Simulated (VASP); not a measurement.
Set up this calculation in VASP 6.6.1, as the native input.

```
Task                   : single point
Functional             : r2SCAN
Potentials or basis    : VASP PAW PBE potentials, release 64 (B, N)
Cutoff                 : 520 eV
k mesh                 : 12 × 12 × 12
Occupations            : gaussian, width 0.05 eV
Spin                   : no spin polarisation
Dipole correction      : no
Further INCAR settings : ALGO = Normal; EDIFF = 1e-06; NBANDS = 11
```

BN:

```
CELL_PARAMETERS angstrom
0.00000 1.96065 1.52931
1.96065 0.00000 1.52931
1.96065 1.96065 0.00000
ATOMIC_POSITIONS crystal
B 0.00000 0.00000 0.00000
N 0.75000 0.75000 0.75000
```

This cell differs from its parent crystal: ratio of the length along z to the lengths across it x 0.78, volume and fractional coordinates fixed.

The input as run:

POSCAR

```
BN
1.0
    0.0000000000      1.9606535414      1.5293097623
    1.9606535414      0.0000000000      1.5293097623
    1.9606535414      1.9606535414      0.0000000000
B N
1 1
Direct
    0.0000000000      0.0000000000      0.0000000000
    0.7500000000      0.7500000000      0.7500000000
```

INCAR.step1

```
SYSTEM = BN
ALGO = Normal ; EDIFF = 1E-4
ENCUT = 520 ; GGA = PE
ISMEAR = 0 ; LASPH = .TRUE.
LCHARG = .FALSE. ; LREAL = .FALSE.
LWAVE = .TRUE. ; NBANDS = 11
NELM = 80 ; PREC = Accurate
SIGMA = 0.05
```

INCAR.step2

```
SYSTEM = BN
ALGO = Normal ; EDIFF = 1E-6
ENCUT = 520 ; ISIF = 2
ISMEAR = 0 ; ISTART = 1
LASPH = .TRUE. ; LCHARG = .FALSE.
LMIXTAU = .TRUE. ; LREAL = .FALSE.
LWAVE = .FALSE. ; METAGGA = R2SCAN
NBANDS = 11 ; NELM = 80
PREC = Accurate ; SIGMA = 0.05
```

KPOINTS

```
k-points
0
G
  12 12 12
  0 0 0
```

Potentials or basis: VASP PAW PBE potentials, release 64 (B, N).

The run is started by

```console
$ cat potpaw_PBE.64/B/POTCAR potpaw_PBE.64/N/POTCAR > POTCAR
$ cp INCAR.step1 INCAR
$ mpirun -np 1 vasp_std > vasp.out
$ cp INCAR.step2 INCAR
$ mpirun -np 1 vasp_std > vasp.out
```

Results of the run:

The pressure is -0.6 GPa. The band gap on the k mesh is 1.78 eV, indirect (least direct gap 7.85 eV).

Caveat: the PAW data sets were made with another functional, which shifts forces and pressure a little.

Run time: 45 s on 1 thread of AMD EPYC 9R45 96-Core Processor (Zen 5), with other jobs on the host, peak memory 0.1 GiB.
